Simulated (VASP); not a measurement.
# Al (a cell with a defect) in VASP: single point with PBE+D3(BJ)

Aim: the single point of Al (a cell with a defect) with PBE+D3(BJ).

Program: VASP 6.6.1. These are calculated values, not measurements. Logs are shortened: lines on timing, memory, paths and dates and some standing lists are left out, and cuts for length are marked.

## 1. The cell of the first run

The cell holds a defect, 33 atoms: a = 8.100 Å, b = 8.100 Å, c = 8.100 Å, α = 90.00°, β = 90.00°, γ = 90.00°.

## 2. Single point, PBE+D3(BJ)

Input file INCAR:

```
SYSTEM = Al
PREC = Accurate
ENCUT = 520
EDIFF = 1E-7
ISMEAR = 0
SIGMA = 0.05
LREAL = Auto
LASPH = .True.
NELM = 100
ALGO = Normal
ISIF = 2
LWAVE = .False.
LCHARG = .True.
GGA = PE
IVDW = 12
LELF = .True.
LVHAR = .True.
NBANDS = 72
```

Input file KPOINTS:

```
Automatic mesh
0
Gamma
  3 3 3
  0 0 0
```

Input file POSCAR:

```
Al
1.0
    8.1000000000      0.0000000000      0.0000000000
    0.0000000000      8.1000000000      0.0000000000
    0.0000000000      0.0000000000      8.1000000000
Al
33
Direct
    0.5014150617      0.0000718519     -0.0050317284
    0.7533625926      0.2542259259      0.0040877778
    0.7363353086      0.0002371605      0.2500233333
   -0.0005950617      0.0002343210     -0.0145911111
    0.2482239506      0.2513150617      0.0011743210
    0.4978013580      0.5001546914     -0.0148334568
    0.7534939506      0.7459730864      0.0042191358
    0.2652637037      0.0002350617      0.2500230864
    0.4978043210      0.2353223457      0.2500232099
    0.6846632099      0.5000198765      0.2498402469
    0.5014139506      0.0000719753      0.5049544444
    0.7535290123      0.2543960494      0.4957980247
    0.7455475309      0.0000733333      0.7499086420
    0.0026177778      0.5000114815     -0.0565919753
    0.2480912346      0.7488830864      0.0013038272
    0.0026196296      0.1934723457      0.2498381481
    0.2994346914      0.5000128395      0.2498390123
    0.4977960494      0.7648765432      0.2500233333
   -0.0005950617      0.0002343210      0.5144754321
    0.2480591358      0.2514754321      0.4987129630
    0.4977983951      0.5001546914      0.5147185185
    0.7536604938      0.7458028395      0.4956665432
    0.2554185185      0.0000696296      0.7499076543
    0.5014159259      0.2451179012      0.7499077778
    0.7363314815      0.5001569136      0.7501158025
    0.0026166667      0.8075208642      0.2498380247
    0.0026160494      0.5000116049      0.5574735802
    0.2479258025      0.7487223457      0.4985832099
   -0.0005928395      0.2355592593      0.7501138272
    0.2652661728      0.5001559259      0.7501124691
    0.5014133333      0.7551045679      0.7499079012
   -0.0005969136      0.7646341975      0.7501140741
   -0.0108027160      0.5006030864      0.2506058025
```

Potentials or basis: VASP PAW PBE potentials, release 64 (Al).

The run is started by

```bash
$ cat potpaw_PBE.64/Al/POTCAR > POTCAR
$ mpirun -np 1 vasp_std > vasp.out
```

OUTCAR:

```text
SYSTEM = Al
   PREC = Accurate
   ENCUT = 520
   EDIFF = 1E-7
   ISMEAR = 0
   LREAL = Auto
   LASPH = .True.
   NELM = 100
   ISIF = 2
   GGA = PE
   IVDW = 12
 IVDW          = 12

 ion  position               nearest neighbor table
   1  0.501  0.000  0.995-  13 2.80  31 2.81  24 2.81   3 2.81  18 2.81   9 2.81  23 2.81   8 2.82
                             5 2.89  15 2.89   2 2.90   7 2.90
   2  0.753  0.254  0.004-  25 2.87   3 2.87  29 2.87   4 2.87  10 2.87   6 2.88   9 2.88  16 2.88
                            14 2.88   1 2.90  24 2.90  13 2.91
   3  0.736  0.000  0.250-  26 2.66  16 2.66   9 2.71  18 2.71  11 2.81   1 2.81   2 2.87  12 2.87
                             7 2.87  22 2.87  19 3.02   4 3.02
   4  0.999  0.000  0.985-  26 2.65  16 2.65  29 2.70  32 2.70  13 2.80  23 2.82   5 2.87  15 2.87
                             2 2.87   7 2.87   3 3.02   8 3.04
   5  0.248  0.251  0.001-   6 2.86   9 2.86  29 2.87   4 2.87  30 2.87   8 2.87  16 2.87  14 2.87
                            17 2.88  23 2.88   1 2.89  24 2.89
   6  0.498  0.500  0.985-  10 2.62  30 2.68  17 2.68  25 2.71  31 2.81  24 2.81   5 2.86  15 2.86
                             2 2.88   7 2.88  18 3.03   9 3.03
   7  0.753  0.746  0.004-  25 2.87   3 2.87  32 2.87   4 2.87  10 2.87  18 2.88   6 2.88  26 2.88
                            14 2.88   1 2.90  31 2.90  13 2.91
   8  0.265  0.000  0.250-  26 2.64  16 2.64   9 2.68  18 2.68  11 2.81   1 2.82   5 2.87  20 2.87
                            15 2.87  28 2.87  19 3.04   4 3.04
   9  0.498  0.235  0.250-  10 2.62   8 2.68  17 2.68   3 2.71  11 2.81   1 2.81   5 2.86  20 2.86
[... 32 lines left out ...]
                            12 2.87  22 2.87  32 3.02  29 3.02
  26  0.003  0.808  0.250-  33 2.49   8 2.64   4 2.65  19 2.65   3 2.66  15 2.87  28 2.87   7 2.88
                            22 2.88  16 3.13
  27  0.003  0.500  0.557-  33 2.49  30 2.64  29 2.65  32 2.65  25 2.66  20 2.87  28 2.87  12 2.88
                            22 2.88  14 3.13
  28  0.248  0.749  0.499-  18 2.86  21 2.86  19 2.87  32 2.87   8 2.87  30 2.87  27 2.87  26 2.87
                            17 2.88  23 2.88  31 2.89  11 2.89
  29  0.999  0.236  0.750-  27 2.65  14 2.65   4 2.70  19 2.70  13 2.80  23 2.82   5 2.87  20 2.87
                             2 2.87  12 2.87  25 3.02  30 3.04
  30  0.265  0.500  0.750-  27 2.64  14 2.64   6 2.68  21 2.68  31 2.81  24 2.82   5 2.87  15 2.87
                            20 2.87  28 2.87  32 3.04  29 3.04
  31  0.501  0.755  0.750-  13 2.80  11 2.81   1 2.81  25 2.81  21 2.81   6 2.81  23 2.81  30 2.81
                            15 2.89  28 2.89   7 2.90  22 2.90
  32  0.999  0.765  0.750-  27 2.65  14 2.65   4 2.70  19 2.70  13 2.80  23 2.82  15 2.87  28 2.87
                             7 2.87  22 2.87  25 3.02  30 3.04
  33  0.989  0.501  0.251-  10 2.47  27 2.49  26 2.49  16 2.49  14 2.49  17 2.51

  LATTYP: Found a simple cubic cell.
 ALAT       =     8.1000000000

  Lattice vectors:

 A1 = (   8.1000000000,   0.0000000000,   0.0000000000)
 A2 = (   0.0000000000,   8.1000000000,   0.0000000000)
 A3 = (   0.0000000000,   0.0000000000,   8.1000000000)

Analysis of symmetry for initial positions (statically):
=====================================================================
 Subroutine PRICEL returns:
 Original cell was already a primitive cell.

 Routine SETGRP: Setting up the symmetry group for a
 simple cubic supercell.

 Subroutine GETGRP returns: Found  1 space group operations
 (whereof  1 operations were pure point group operations)
 out of a pool of 48 trial point group operations.

The static configuration has the point symmetry C_1 .

Analysis of symmetry for dynamics (positions and initial velocities):
=====================================================================
 Subroutine PRICEL returns:
 Original cell was already a primitive cell.

 Routine SETGRP: Setting up the symmetry group for a
 simple cubic supercell.

 Subroutine GETGRP returns: Found  1 space group operations
 (whereof  1 operations were pure point group operations)
 out of a pool of 48 trial point group operations.

The dynamic configuration has the point symmetry C_1 .

 Subroutine INISYM returns: Found  1 space group operations
 (whereof  1 operations are pure point group operations),
 and found     1 'primitive' translations

----------------------------------------------------------------------------------------

                                     Primitive cell

  volume of cell :     531.4410

  direct lattice vectors                    reciprocal lattice vectors
     8.100000000  0.000000000  0.000000000     0.123456790  0.000000000  0.000000000
     0.000000000  8.100000000  0.000000000     0.000000000  0.123456790  0.000000000
     0.000000000  0.000000000  8.100000000     0.000000000  0.000000000  0.123456790

  length of vectors
     8.100000000  8.100000000  8.100000000     0.123456790  0.123456790  0.123456790

  position of ions in fractional coordinates (direct lattice)
     0.501415062  0.000071852  0.994968272
     0.753362593  0.254225926  0.004087778
     0.736335309  0.000237160  0.250023333
     0.999404938  0.000234321  0.985408889
     0.248223951  0.251315062  0.001174321
     0.497801358  0.500154691  0.985166543
[... 25 lines left out ...]
     0.999403086  0.764634198  0.750114074
     0.989197284  0.500603086  0.250605802

  ion indices of the primitive-cell ions
   primitive index   ion index
                 1           1
                 2           2
                 3           3
                 4           4
                 5           5
                 6           6
[... 25 lines left out ...]
                32          32
                33          33

----------------------------------------------------------------------------------------

 KPOINTS: Automatic mesh

Automatic generation of k-mesh.
 Grid dimensions read from file:
 generate k-points for:    3    3    3

 Generating k-lattice:

  Cartesian coordinates                     Fractional coordinates (reciprocal lattice)
     0.041152263  0.000000000  0.000000000     0.333333333  0.000000000  0.000000000
     0.000000000  0.041152263  0.000000000     0.000000000  0.333333333  0.000000000
     0.000000000  0.000000000  0.041152263     0.000000000  0.000000000  0.333333333

  Length of vectors
     0.041152263  0.041152263  0.041152263

  Shift w.r.t. Gamma in fractional coordinates (k-lattice)
     0.000000000  0.000000000  0.000000000

 Subroutine IBZKPT returns following result:
 ===========================================

 Found     14 irreducible k-points:

 Following reciprocal coordinates:
            Coordinates               Weight
  0.000000  0.000000  0.000000      1.000000
  0.333333  0.000000  0.000000      2.000000
  0.000000  0.333333  0.000000      2.000000
  0.000000  0.000000  0.333333      2.000000
  0.333333  0.333333  0.000000      2.000000
  0.000000  0.333333  0.333333      2.000000
  0.333333  0.000000  0.333333      2.000000
 -0.333333  0.333333  0.000000      2.000000
 -0.333333  0.000000  0.333333      2.000000
  0.000000 -0.333333  0.333333      2.000000
  0.333333  0.333333  0.333333      2.000000
 -0.333333  0.333333  0.333333      2.000000
 -0.333333 -0.333333  0.333333      2.000000
  0.333333 -0.333333  0.333333      2.000000
   k-points           NKPTS =     14   k-points in BZ     NKDIM =     14   number of bands    NBANDS=     72
   number of dos      NEDOS =    301   number of ions     NIONS =     33
   total plane-waves  NPLWV = 216000
   dimension x,y,z NGX =    60 NGY =   60 NGZ =   60
   dimension x,y,z NGXF=   120 NGYF=  120 NGZF=  120
   ions per type =              33
   NGX,Y,Z   is equivalent  to a cutoff of  12.31, 12.31, 12.31 a.u.
   NGXF,Y,Z  is equivalent  to a cutoff of  24.63, 24.63, 24.63 a.u.
 SYSTEM =  Al
   PREC   = accura    normal or accurate (medium, high low for compatibility)
   ISTART =      0    job   : 0-new  1-cont  2-samecut
   ICHARG =      2    charge: 1-file 2-atom 10-const
   ISPIN  =      1    spin polarized calculation?
   LNONCOLLINEAR =      F non collinear calculations
   LSORBIT =      F    spin-orbit coupling
   LASPH  =      T    aspherical Exc in radial PAW
   ENCUT  =  520.0 eV  38.22 Ry    6.18 a.u.  15.06 15.06 15.06*2*pi/ulx,y,z
   NELM   =    100;   NELMIN=  2; NELMDL= -5     # of ELM steps
   EDIFF  = 0.1E-06   stopping-criterion for ELM
   LREAL  =      T    real-space projection
   EDIFFG = 0.1E-05   stopping-criterion for IOM
   NSW    =      0    number of steps for IOM
   IBRION =     -1    ionic relax: 0-MD 1-quasi-New 2-CG
   NFREE  =      0    steps in history (QN), initial steepest desc. (CG)
   ISIF   =      2    stress and relaxation
   ISYM   =      2    0-nonsym 1-usesym 2-fastsym
   POTIM  = 0.5000    time-step for ionic-motion
   TEBEG  =    0.0;   TEEND  =   0.0 temperature during run
   PSTRESS=    0.0 pullay stress
   NELECT =      99.0000    total number of electrons
   NUPDOWN=      -1.0000    fix difference up-down
   EMIN   =  10.00;   EMAX   =-10.00  energy-range for DOS
   EFERMI =   0.00;   METHOD = LEGACY
   ISMEAR =     0;   SIGMA  =   0.05  broadening in eV -4-tet -1-fermi 0-gaus
   EFERMI_NEDOS =   21; number of points for ismear=-14 and -15
   IALGO  =     38    algorithm
   IMIX   =      4    mixing-type and parameters
     AMIX     =   0.40;   BMIX     =  1.00
     AMIX_MAG =   1.60;   BMIX_MAG =  1.00
  volume/ion in A,a.u.               =      16.10       108.68
  Fermi-wavevector in a.u.,A,eV,Ry     =   0.934978  1.766853 11.894002  0.874184
  Thomas-Fermi vector in A             =   2.061839
   LORBIT       =      0    0 simple, 1 ext, 2 COOP (PROOUT), +10 PAW based schemes
   GGA     = PE    functional components
   LHFCALC =     F    Hartree Fock is set to
   AEXX    =    0.0000 exact exchange contribution
   IVDW    =    12    specifies the selected vdW correction
   LEPSILON=     F    determine dielectric tensor
   LRPA    =     F    only Hartree local field effects (RPA)
 non-spin polarized calculation
 Gauss-broadening in eV      SIGMA  =   0.05
  energy-cutoff  :      520.00
  volume of cell :      531.44
 maximum number of plane-waves:     14358
   NGX = 31   NGY = 31   NGZ = 31

 number of electron      99.0000000 magnetization

 Free energy of the ion-electron system (eV)
  ---------------------------------------------------
  ext. energy  EPLUGINS =         0.00000000
  ---------------------------------------------------
  free energy    TOTEN  =      -121.52920481 eV

  energy without entropy =     -121.51671803  energy(sigma->0) =     -121.52296142

 E-fermi :   8.2939     XC(G=0): -10.2728

 val. band max:        8.2909958666   @ k =   0.3333   0.0000   0.3333
 cond. band min:       8.4126556546   @ k =   0.0000   0.3333   0.0000
 fundamental gap:      0.1216597880
 Fermi energy:         8.2939011841

 k-point     1 :       0.0000    0.0000    0.0000
  band No.  band energies     occupation
      1      -3.0815      2.00000
      2      -1.0893      2.00000
      3      -1.0879      2.00000
      4      -0.8048      2.00000
      5      -0.6882      2.00000
      6      -0.6882      2.00000
[... 885 lines left out ...]
     60       9.8539      0.00000
     61       9.8552      0.00000
 [bands above 61 left out]

------------------------ aborting loop because EDIFF is reached ----------------------------------------

 Edisp (eV)  -11.39011

 E8    (eV) :    -5.0975

  FORCE on cell =-STRESS in cart. coord.  units (eV):
  Direction    XX          YY          ZZ          XY          YZ          ZX
  --------------------------------------------------------------------------------------
  -------------------------------------------------------------------------------------
  Total       4.25920     4.04279     4.04733     0.00285     0.00066     0.00013
  in kB      12.84054    12.18811    12.20182     0.00860     0.00199     0.00038
  external pressure =       12.41 kB  Pullay stress =        0.00 kB

 VOLUME and BASIS-vectors are now :
 -----------------------------------------------------------------------------
  energy-cutoff  :      520.00
  volume of cell :      531.44
      direct lattice vectors                 reciprocal lattice vectors
     8.100000000  0.000000000  0.000000000     0.123456790  0.000000000  0.000000000
     0.000000000  8.100000000  0.000000000     0.000000000  0.123456790  0.000000000
     0.000000000  0.000000000  8.100000000     0.000000000  0.000000000  0.123456790

 POSITION                                       TOTAL-FORCE (eV/Angst)
 -----------------------------------------------------------------------------------
      4.06146      0.00058      8.05924         0.002886     -0.000693      0.012280
      6.10224      2.05923      0.03311        -0.001218     -0.002796     -0.002684
      5.96432      0.00192      2.02519         0.004301     -0.000588      0.000323
      8.09518      0.00190      7.98181        -0.002172      0.000578      0.000711
      2.01061      2.03565      0.00951         0.002094      0.000277      0.000668
      4.03219      4.05125      7.97985        -0.002448      0.000600     -0.002431
[... 25 lines left out ...]
      8.09516      6.19354      6.07592        -0.001973     -0.001443     -0.000204
      8.01250      4.05488      2.02991        -0.011043      0.003166      0.001465
 -----------------------------------------------------------------------------------
    total drift:                               -0.046537      0.006960     -0.000580

  FREE ENERGIE OF THE ION-ELECTRON SYSTEM (eV)
  ---------------------------------------------------
  free  energy   TOTEN  =      -132.9193137375 eV

  energy  without entropy=     -132.9068269532  energy(sigma->0) =     -132.91307035
```

Wall time 4.3 min (1 thread of Intel Xeon 6975P-C (Granite Rapids), shared host); peak memory 0.64 GiB.

What came out:

| Property | Result |
| --- | --- |
| Free energy | -132.9193 eV |
| Pressure | 1.2 GPa |
| Largest force | 0.014 eV/Å |
| Band gap on the k mesh | zero (an odd number of electrons rules out a gap without spin polarisation) |
| Dispersion energy per atom | -0.345 eV |

Forces in eV/Å, atoms in the order of the input:
```
Al   0.003 -0.001  0.012
Al  -0.001 -0.003 -0.003
Al   0.004 -0.001  0.000
Al  -0.002  0.001  0.001
Al   0.002  0.000  0.001
Al  -0.002  0.001 -0.002
Al   0.000  0.003 -0.003
Al   0.000  0.001  0.000
Al  -0.003 -0.002  0.000
Al   0.010  0.000  0.000
Al   0.003 -0.001 -0.012
Al  -0.001 -0.004  0.003
Al   0.014  0.000  0.000
Al   0.000  0.000  0.003
Al   0.001  0.000  0.001
Al   0.001  0.001 -0.001
Al  -0.004  0.000 -0.002
Al  -0.002  0.002  0.000
Al  -0.002  0.000 -0.001
Al   0.000  0.001 -0.001
Al  -0.002  0.000  0.001
Al  -0.001  0.004  0.003
Al  -0.012 -0.001  0.000
Al   0.003  0.011  0.000
Al   0.004  0.000 -0.001
Al   0.000 -0.001 -0.001
Al   0.001  0.000 -0.001
Al   0.000 -0.001 -0.001
Al  -0.002  0.000  0.001
Al  -0.001  0.000  0.000
Al   0.003 -0.012  0.000
Al  -0.002 -0.001  0.000
Al  -0.011  0.003  0.001
```

Levels at points of the mesh, in eV from the Fermi level:
```
           k point  band 46  band 47  band 48  band 49  band 50  band 51  band 52  band 53
(0.00, 0.00, 0.00)    -0.50    -0.50    -0.13     0.18     0.18     0.18     0.43     0.48
```
